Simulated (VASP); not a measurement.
Set up this calculation in VASP 6.6.1, as the native input.

```
Task                   : single point
Functional             : r2SCAN
Potentials or basis    : VASP PAW PBE potentials, release 64 (Ti_sv, Al)
Cutoff                 : 520 eV
k mesh                 : 12 × 8 × 8
Occupations            : gaussian, width 0.1 eV
Spin                   : no spin polarisation
Dipole correction      : no
Further INCAR settings : ALGO = Normal; EDIFF = 1e-06; NBANDS = 18
```

TiAl3:

```
CELL_PARAMETERS angstrom
2.83968 0.00000 0.00000
0.00000 4.68126 0.00000
0.00000 0.00000 4.90074
ATOMIC_POSITIONS crystal
Ti 0.00000 0.50000 0.16592
Al 0.50000 0.50000 0.66727
Al 0.50000 0.00000 0.33091
Al 0.00000 0.00000 0.83590
```

The input as run:

POSCAR

```
TiAl3
1.0
    2.8396770000      0.0000000000      0.0000000000
    0.0000000000      4.6812640000      0.0000000000
    0.0000000000      0.0000000000      4.9007420000
Ti Al
1 3
Direct
    0.0000000000      0.5000000000      0.1659160000
    0.5000000000      0.5000000000      0.6672710000
    0.5000000000      0.0000000000      0.3309120000
    0.0000000000      0.0000000000      0.8359000000
```

INCAR.step1

```
SYSTEM = TiAl3
  ALGO = Normal
  EDIFF = 1E-4
  ENCUT = 520
  GGA = PE
  ISMEAR = 0
  LASPH = .True.
  LCHARG = .False.
  LREAL = .False.
  LWAVE = .True.
  NBANDS = 18
  NELM = 60
  PREC = Accurate
  SIGMA = 0.1
```

INCAR.step2

```
SYSTEM = TiAl3
  ALGO = Normal
  EDIFF = 1E-6
  ENCUT = 520
  ISIF = 2
  ISMEAR = 0
  ISTART = 1
  LASPH = .True.
  LCHARG = .False.
  LMIXTAU = .True.
  LREAL = .False.
  LWAVE = .False.
  METAGGA = R2SCAN
  NBANDS = 18
  NELM = 60
  PREC = Accurate
  SIGMA = 0.1
```

KPOINTS

```
k-points
0
Gamma
  12 8 8
  0 0 0
```

Potentials or basis: VASP PAW PBE potentials, release 64 (Ti_sv, Al).

The run is started by

```console
$ cat potpaw_PBE.64/Ti_sv/POTCAR potpaw_PBE.64/Al/POTCAR > POTCAR
$ cp INCAR.step1 INCAR
$ mpirun -np 1 vasp_std > vasp.out
$ cp INCAR.step2 INCAR
$ mpirun -np 1 vasp_std > vasp.out
```

It gave:

```json
{
  "Pressure": "-2.3 GPa",
  "Largest force": "0.033 eV/Å"
}
```

Caveat: the PAW data sets were made with another functional, which shifts forces and pressure a little.

It took 12 min on 1 thread of Intel(R) Xeon(R) Platinum 8259CL CPU @ 2.50GHz (Skylake/Cascade Lake), with other jobs on the host, peak memory 0.32 GiB.
